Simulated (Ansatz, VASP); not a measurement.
# BeS: VASP beside Ansatz

```
Be S
1.0
     0.00000    2.42500    2.42500
     2.42500    0.00000    2.42500
     2.42500    2.42500    0.00000
Be S
1 1
Direct
  0.00000 0.00000 0.00000
  0.75000 0.75000 0.75000
```

Alike in both runs: task single point; functional revPBE; k mesh 8 × 8 × 8; occupations gaussian, width 0.05 eV; no spin polarisation.

|  | VASP | Ansatz |
| --- | --- | --- |
| version | VASP 6.6.1 | Ansatz 0.2.0 |
| potentials or method | VASP PAW PBE potentials, release 64 (Be, S), cutoff 600 eV | scalar-relativistic, plane waves, PAW |
| valence electrons in the cell | 8 | 8 |

|  | VASP | Ansatz | Ansatz less VASP |
| --- | --- | --- | --- |
| gap on the k mesh at the Fermi level (eV) | 3.19 | 3.19 | +0.005 |
| least direct gap on the mesh (eV) | 5.71 | 5.71 | -0.007 |
| pressure (GPa) | 3.4 | 3.4 | +0.01 |

VASP's potentials were made for PBE, not for revPBE. The functional is the same, so the differences come from potentials, cutoffs and numerics.
